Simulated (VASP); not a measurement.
# MnC6 (P6/mmm) in VASP: a series of runs

The runs below take MnC6 through single point, relaxation of cell and atoms, with PBE.

All numbers are computed with VASP 6.6.1; they aren't measurements. Logs are shortened: lines on timing, memory, paths and dates and some standing lists are left out, and cuts for length are marked.

## Step 1: The cell of the first run

It takes space group P6/mmm (No. 191, hexagonal). Conventional cell: a = 4.351 Å, b = 4.351 Å, c = 3.655 Å, α = 90.00°, β = 90.00°, γ = 120.00°. Within 3.1 Å of Mn (site symmetry 6/mmm) lie 12 C at 2.34 Å. Within 1.9 Å of C (site symmetry m2m) lie 3 C at 1.44 to 1.45 Å.

The cell was generated, and may not be a known phase.

## Step 2: Single point, PBE, collinear spin, ferromagnetic start

INCAR reads:

```
SYSTEM = MnC6
PREC     = Accurate       ! precision mode
ENCUT    = 520            ! plane-wave cutoff, eV
EDIFF    = 1E-7           ! SCF threshold, eV
ISMEAR   = 0              ! smearing method
SIGMA    = 0.2            ! smearing width, eV
LREAL    = .False.        ! projectors in reciprocal space
LASPH    = .True.         ! aspherical terms in the spheres
NELM     = 150            ! most SCF steps
ALGO     = Normal         ! electronic algorithm
ISIF     = 2              ! what is computed and relaxed
LWAVE    = .False.        ! write WAVECAR
LCHARG   = .True.         ! write CHGCAR
ISPIN    = 2              ! spin polarisation
MAGMOM   = 4 0 0 0 0 0 0  ! initial moments
LORBIT   = 11             ! projections on sites
LMAXMIX  = 4              ! l up to which the mixer works
GGA      = PE             ! functional
LELF     = .True.         ! ELF
LVHAR    = .True.       
NBANDS   = 32             ! bands
```

KPOINTS reads:

```
regular mesh
0
Gamma
  4 4 4
  0 0 0
```

POSCAR reads:

```
MnC6
1.0
    4.3509808227      0.0000000029      0.0000000000
   -2.1754904139      3.7680599223      0.0000000000
    0.0000000000      0.0000000000      3.6548697658
Mn C
1 6
Direct
    0.0000000000      0.0000000000      0.0000000000
    0.3341567449      0.0000000000      0.5000000000
    0.6658432551      0.0000000000      0.5000000000
    0.0000000000      0.3341567449      0.5000000000
    0.0000000000      0.6658432551      0.5000000000
    0.6658432551      0.6658432551      0.5000000000
    0.3341567449      0.3341567449      0.5000000000
```

Potentials or basis: VASP PAW PBE potentials, release 64 (Mn_pv, C).

Launch:

```console
> cat potpaw_PBE.64/Mn_pv/POTCAR potpaw_PBE.64/C/POTCAR > POTCAR
> mpirun -np 1 vasp_std > vasp.out
```

OUTCAR:

```text
SYSTEM = MnC6
   PREC = Accurate
   ENCUT = 520
   EDIFF = 1E-7
   ISMEAR = 0
   LREAL = .False.
   LASPH = .True.
   NELM = 150
   ISIF = 2
   ISPIN = 2
   LORBIT = 11
   GGA = PE

 ion  position               nearest neighbor table
   1  0.000  0.000  0.000-   6 2.34   7 2.34   6 2.34   7 2.34   4 2.34   5 2.34   4 2.34   5 2.34
                             2 2.34   3 2.34   2 2.34   3 2.34
   2  0.334  0.000  0.500-   3 1.44   5 1.45   7 1.45   1 2.34   1 2.34
   3  0.666  0.000  0.500-   2 1.44   4 1.45   6 1.45   1 2.34   1 2.34
   4  0.000  0.334  0.500-   5 1.44   3 1.45   7 1.45   1 2.34   1 2.34
   5  0.000  0.666  0.500-   4 1.44   2 1.45   6 1.45   1 2.34   1 2.34
   6  0.666  0.666  0.500-   7 1.44   3 1.45   5 1.45   1 2.34   1 2.34
   7  0.334  0.334  0.500-   6 1.44   2 1.45   4 1.45   1 2.34   1 2.34

  LATTYP: Found a hexagonal cell.
 ALAT       =     4.3509808227
 C/A-ratio  =     0.8400105435

  Lattice vectors:

 A1 = (   4.3509808227,   0.0000000029,   0.0000000000)
 A2 = (  -2.1754904139,   3.7680599223,   0.0000000000)
 A3 = (   0.0000000000,   0.0000000000,   3.6548697658)

Analysis of symmetry for initial positions (statically):
=====================================================================
 Subroutine PRICEL returns:
 Original cell was already a primitive cell.

 Routine SETGRP: Setting up the symmetry group for a
 hexagonal supercell.

 Subroutine GETGRP returns: Found 24 space group operations
 (whereof 24 operations were pure point group operations)
 out of a pool of 24 trial point group operations.

The static configuration has the point symmetry D_6h.

Analysis of symmetry for dynamics (positions and initial velocities):
=====================================================================
 Subroutine PRICEL returns:
 Original cell was already a primitive cell.

 Routine SETGRP: Setting up the symmetry group for a
 hexagonal supercell.

 Subroutine GETGRP returns: Found 24 space group operations
 (whereof 24 operations were pure point group operations)
 out of a pool of 24 trial point group operations.

The dynamic configuration has the point symmetry D_6h.

Analysis of structural, dynamic, and magnetic symmetry:
=====================================================================
 Subroutine PRICEL returns:
 Original cell was already a primitive cell.

 Routine SETGRP: Setting up the symmetry group for a
 hexagonal supercell.

 Subroutine GETGRP returns: Found 24 space group operations
 (whereof 24 operations were pure point group operations)
 out of a pool of 24 trial point group operations.

The overall configuration has the point symmetry D_6h.

 Subroutine INISYM returns: Found 24 space group operations
 (whereof 24 operations are pure point group operations),
 and found     1 'primitive' translations

----------------------------------------------------------------------------------------

                                     Primitive cell

  volume of cell :      59.9207

  direct lattice vectors                    reciprocal lattice vectors
     4.350980823  0.000000003  0.000000000     0.229833235  0.132694281  0.000000000
    -2.175490414  3.768059922  0.000000000    -0.000000000  0.265388561  0.000000000
     0.000000000  0.000000000  3.654869766     0.000000000  0.000000000  0.273607560

  length of vectors
     4.350980823  4.350980823  3.654869766     0.265388561  0.265388561  0.273607560

  position of ions in fractional coordinates (direct lattice)
     0.000000000  0.000000000  0.000000000
     0.334156745  0.000000000  0.500000000
     0.665843255  0.000000000  0.500000000
     0.000000000  0.334156745  0.500000000
     0.000000000  0.665843255  0.500000000
     0.665843255  0.665843255  0.500000000
     0.334156745  0.334156745  0.500000000

  ion indices of the primitive-cell ions
   primitive index   ion index
                 1           1
                 2           2
                 3           3
                 4           4
                 5           5
[... 39 lines left out ...]
  0.000000  0.000000  0.500000      1.000000
  0.250000 -0.000000  0.500000      6.000000
  0.500000 -0.000000  0.500000      3.000000
  0.250000  0.250000  0.500000      6.000000
   k-points           NKPTS =     12   k-points in BZ     NKDIM =     12   number of bands    NBANDS=     32
   number of dos      NEDOS =    301   number of ions     NIONS =      7
   total plane-waves  NPLWV =  28672
   dimension x,y,z NGX =    32 NGY =   32 NGZ =   28
   dimension x,y,z NGXF=    64 NGYF=   64 NGZF=   56
   ions per type =               1   6
   NGX,Y,Z   is equivalent  to a cutoff of  12.23, 12.23, 12.74 a.u.
   NGXF,Y,Z  is equivalent  to a cutoff of  24.45, 24.45, 25.47 a.u.
 SYSTEM =  MnC6
   PREC   = accura    normal or accurate (medium, high low for compatibility)
   ISTART =      0    job   : 0-new  1-cont  2-samecut
   ICHARG =      2    charge: 1-file 2-atom 10-const
   ISPIN  =      2    spin polarized calculation?
   LNONCOLLINEAR =      F non collinear calculations
   LSORBIT =      F    spin-orbit coupling
   LASPH  =      T    aspherical Exc in radial PAW
   ENCUT  =  520.0 eV  38.22 Ry    6.18 a.u.   8.09  8.09  6.80*2*pi/ulx,y,z
   NELM   =    150;   NELMIN=  2; NELMDL= -5     # of ELM steps
   EDIFF  = 0.1E-06   stopping-criterion for ELM
   LREAL  =      F    real-space projection
   EDIFFG = 0.1E-05   stopping-criterion for IOM
   NSW    =      0    number of steps for IOM
   IBRION =     -1    ionic relax: 0-MD 1-quasi-New 2-CG
   NFREE  =      0    steps in history (QN), initial steepest desc. (CG)
   ISIF   =      2    stress and relaxation
   ISYM   =      2    0-nonsym 1-usesym 2-fastsym
   POTIM  = 0.5000    time-step for ionic-motion
   TEBEG  =    0.0;   TEEND  =   0.0 temperature during run
   PSTRESS=    0.0 pullay stress
   NELECT =      37.0000    total number of electrons
   NUPDOWN=      -1.0000    fix difference up-down
   EMIN   =  10.00;   EMAX   =-10.00  energy-range for DOS
   EFERMI =   0.00;   METHOD = LEGACY
   ISMEAR =     0;   SIGMA  =   0.20  broadening in eV -4-tet -1-fermi 0-gaus
   EFERMI_NEDOS =   21; number of points for ismear=-14 and -15
   IALGO  =     38    algorithm
   IMIX   =      4    mixing-type and parameters
     AMIX     =   0.40;   BMIX     =  1.00
     AMIX_MAG =   1.60;   BMIX_MAG =  1.00
  volume/ion in A,a.u.               =       8.56        57.77
  Fermi-wavevector in a.u.,A,eV,Ry     =   1.394065  2.634401 26.441808  1.943418
  Thomas-Fermi vector in A             =   2.517651
   LORBIT       =     11    0 simple, 1 ext, 2 COOP (PROOUT), +10 PAW based schemes
   GGA     = PE    functional components
   LHFCALC =     F    Hartree Fock is set to
   AEXX    =    0.0000 exact exchange contribution
   IVDW    =     0    specifies the selected vdW correction
   LEPSILON=     F    determine dielectric tensor
   LRPA    =     F    only Hartree local field effects (RPA)
 spin polarized calculation
 Gauss-broadening in eV      SIGMA  =   0.20
  energy-cutoff  :      520.00
  volume of cell :       59.92
 maximum number of plane-waves:      1639
   NGX = 17   NGY = 17   NGZ = 13

 number of electron      37.0000001 magnetization       3.0389818

 Free energy of the ion-electron system (eV)
  ---------------------------------------------------
  ext. energy  EPLUGINS =         0.00000000
  ---------------------------------------------------
  free energy    TOTEN  =       -61.63248059 eV

  energy without entropy =      -61.59363800  energy(sigma->0) =      -61.61305929

 E-fermi :   7.7872     XC(G=0): -11.4101

 val. band max:        7.7544875336   @ k =   0.2500  -0.0000   0.2500
 cond. band min:       7.8458377027   @ k =   0.0000   0.0000   0.5000
 fundamental gap:      0.0913501691
 Fermi energy:         7.7872346152

 spin component 1

 k-point     1 :       0.0000    0.0000    0.0000
  band No.  band energies     occupation
      1     -42.0045      1.00000
      2     -41.8543      1.00000
      3     -41.8543      1.00000
      4     -13.3082      1.00000
      5      -6.6566      1.00000
      6      -6.6566      1.00000
[... 385 lines left out ...]
     29      16.9082      0.00000
     30      18.9675      0.00000
 Fermi energy:         7.7872346152

 spin component 2

 k-point     1 :       0.0000    0.0000    0.0000
  band No.  band energies     occupation
      1     -38.6010      1.00000
      2     -38.6010      1.00000
      3     -38.5225      1.00000
      4     -13.3135      1.00000
      5      -6.6824      1.00000
      6      -6.6824      1.00000
[... 385 lines left out ...]
     29      17.5293      0.00000
     30      19.0050      0.00000
 [bands above 30 left out]

------------------------ aborting loop because EDIFF is reached ----------------------------------------

  FORCE on cell =-STRESS in cart. coord.  units (eV):
  Direction    XX          YY          ZZ          XY          YZ          ZX
  --------------------------------------------------------------------------------------
  -------------------------------------------------------------------------------------
  Total        0.1788153      0.1788153     -0.1641508     -0.0000000      0.0000000      0.0000000
  in kB        4.7812150      4.7812150     -4.3891113     -0.0000000      0.0000000      0.0000000
  external PRESSURE =       1.7244396 kB  Pullay stress =       0.0000000 kB

 VOLUME and BASIS-vectors are now :
 -----------------------------------------------------------------------------
  energy-cutoff  :      520.00
  volume of cell :       59.92
      direct lattice vectors                 reciprocal lattice vectors
     4.350980823  0.000000003  0.000000000     0.229833235  0.132694281  0.000000000
    -2.175490414  3.768059922  0.000000000    -0.000000000  0.265388561  0.000000000
     0.000000000  0.000000000  3.654869766     0.000000000  0.000000000  0.273607560

 POSITION                                       TOTAL-FORCE (eV/Angst)
 -----------------------------------------------------------------------------------
      0.00000      0.00000      0.00000        -0.000000      0.000000      0.000000
      1.45391      0.00000      1.82743         0.057313      0.000000      0.000000
      2.89707      0.00000      1.82743        -0.057313     -0.000000     -0.000000
     -0.72695      1.25912      1.82743        -0.028656      0.049634      0.000000
     -1.44854      2.50894      1.82743         0.028656     -0.049634      0.000000
      1.44854      2.50894      1.82743        -0.028656     -0.049634     -0.000000
      0.72695      1.25912      1.82743         0.028656      0.049634      0.000000
 -----------------------------------------------------------------------------------
    total drift:                                0.000000     -0.000000     -0.000000

  FREE ENERGIE OF THE ION-ELECTRON SYSTEM (eV)
  ---------------------------------------------------
  free  energy   TOTEN  =       -61.6324805897 eV

  energy  without entropy=      -61.5936379971  energy(sigma->0) =      -61.61305929

 total charge

# of ion       s       p       d       tot
------------------------------------------
    1        0.202   6.192   5.253  11.647
    2        0.840   1.769   0.000   2.609
    3        0.840   1.769   0.000   2.609
    4        0.840   1.769   0.000   2.609
    5        0.840   1.769   0.000   2.609
    6        0.840   1.769   0.000   2.609
    7        0.840   1.769   0.000   2.609
--------------------------------------------------
tot          5.244  16.804   5.253  27.302

 magnetization (x)

# of ion       s       p       d       tot
------------------------------------------
    1        0.005   0.014   3.119   3.138
    2        0.002  -0.015   0.000  -0.013
    3        0.002  -0.015   0.000  -0.013
    4        0.002  -0.015   0.000  -0.013
    5        0.002  -0.015   0.000  -0.013
    6        0.002  -0.015   0.000  -0.013
    7        0.002  -0.015   0.000  -0.013
--------------------------------------------------
tot          0.017  -0.074   3.119   3.062
```

Run time: 34 s. Hardware: 1 thread of Intel Xeon 6975P-C (Granite Rapids), shared host; peak memory 0.2 GiB.

What came out:

```
Free energy                                           : -61.6325 eV
Pressure                                              : 0.2 GPa
Largest force                                         : 0.057 eV/Å
Band gap on the k mesh                                : zero (filled and empty bands overlap)
Net moment                                            : 3.04 μB per cell
Site moments                                          : Mn +3.14; C -0.01 μB
Valence electrons inside the program's atomic spheres : Mn 11.65; C 2.61
```

Forces on the atoms (eV/Å):
```
Mn   0.000  0.000  0.000
C    0.057  0.000  0.000
C   -0.057  0.000  0.000
C   -0.029  0.050  0.000
C    0.029 -0.050  0.000
C   -0.029 -0.050  0.000
C    0.029  0.050  0.000
```

Levels at points of the mesh, in eV from the Fermi level:
Spin up:
| k point | band 17 | band 18 | band 19 | band 20 | band 21 | band 22 | band 23 | band 24 |
| --- | --- | --- | --- | --- | --- | --- | --- | --- |
| (0.00, 0.00, 0.00) | -1.95 | -1.95 | -1.35 | -1.35 | 1.32 | 1.66 | 1.66 | 6.10 |
| (0.50, 0.00, 0.00) | -2.13 | -1.89 | -0.85 | -0.11 | 0.21 | 2.72 | 3.09 | 4.35 |
| (0.00, 0.00, 0.50) | -2.98 | -2.55 | -1.76 | -1.76 | 0.06 | 0.06 | 6.01 | 6.48 |
| (0.50, 0.00, 0.50) | -2.56 | -2.17 | -1.58 | -1.49 | 0.77 | 3.77 | 4.83 | 4.98 |
Spin down:
```
           k point  band 15  band 16  band 17  band 18  band 19  band 20
(0.00, 0.00, 0.00)    -3.68    -1.48    -1.48    -0.86     0.60     0.60
(0.50, 0.00, 0.00)    -4.96    -0.14     0.11     0.29     0.79     2.00
(0.00, 0.00, 0.50)    -3.29    -3.00    -3.00    -0.19     1.32     1.32
(0.50, 0.00, 0.50)    -5.04    -2.46    -0.32     0.41     1.55     1.57
```

Caveat: the k points lie up to 0.43 Å⁻¹ apart, too coarse for converged energies and pressures of a metal.

[end of part 1 of 2]

The gap in the log of VASP goes by the Fermi energy; the results here count the filled bands.